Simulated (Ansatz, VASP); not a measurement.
## One calculation of AlRu, two programs

Contents of INCAR:

```
SYSTEM = AlRu
ALGO     = Normal         ! electronic algorithm
EDIFF    = 1E-8           ! SCF threshold, eV
ENCUT    = 520            ! plane-wave cutoff, eV
GGA      = PS             ! functional
ISIF     = 2              ! what is computed and relaxed
ISMEAR   = -1             ! smearing method
LASPH    = .TRUE.         ! aspherical terms in the spheres
LCHARG   = .FALSE.        ! write CHGCAR
LEFG     = .TRUE.       
LREAL    = .FALSE.        ! projectors in reciprocal space
LWAVE    = .FALSE.        ! write WAVECAR
NBANDS   = 16             ! bands
NELM     = 80             ! most SCF steps
PREC     = Accurate       ! precision mode
SIGMA    = 0.05           ! smearing width, eV
```

KPOINTS

```
k-points
0
G
  12 12 12
  0 0 0
```

File POSCAR:

```
AlRu
1.0
    2.9616840000      0.0000000000      0.0000000000
    0.0000000000      2.9616840000      0.0000000000
    0.0000000000      0.0000000000      2.9916000000
Al Ru
1 1
Direct
    0.0000000000      0.0000000000      0.0000000000
    0.5000000000      0.5000000000      0.5000000000
```

Input for Ansatz:

```yaml
crystal:
  lattice:
    - [2.961684, 0.0, 0.0]
    - [0.0, 2.961684, 0.0]
    - [0.0, 0.0, 2.9916]
  atoms:
    - { symbol: Al, position: [0.0, 0.0, 0.0] }
    - { symbol: Ru, position: [0.5, 0.5, 0.5] }
kpoints:
  mp_grid: { grid: [12, 12, 12] }
scf:
  occupations: { method: fermi_dirac, width: 0.05 }
hamiltonian:
  xc: pbesol
  pseudopotentials: { kind: all_electron, datasets: crystal }
output:
  forces: true
  stress: true
  eigenvalues: true
  efg: { contact_densities: true }
```

Change from the starting cell: equal xx and yy strain of -1 %, crystal datasets.

Alike in both runs: task electric field gradients; functional PBEsol; k mesh 12 × 12 × 12; occupations fermi-dirac, width 0.05 eV; no spin polarisation.

|  | VASP | Ansatz |
| --- | --- | --- |
| version | VASP 6.6.1 | Ansatz 0.2.0 |
| potentials or method | VASP PAW PBE potentials, release 64 (Al, Ru_pv), cutoff 520 eV | all-electron PAW with datasets made for the crystal, scalar-relativistic |

```csv
,VASP,Ansatz,Ansatz less VASP
pressure (GPa),1.0,0.9,-0.14
"traceless stress, the component that is largest in VASP (GPa)",-1.26,-1.26,+0.003
```

VASP's potentials were made for PBE, not for PBEsol. Ansatz ran all-electron here, and VASP with PAW potentials.
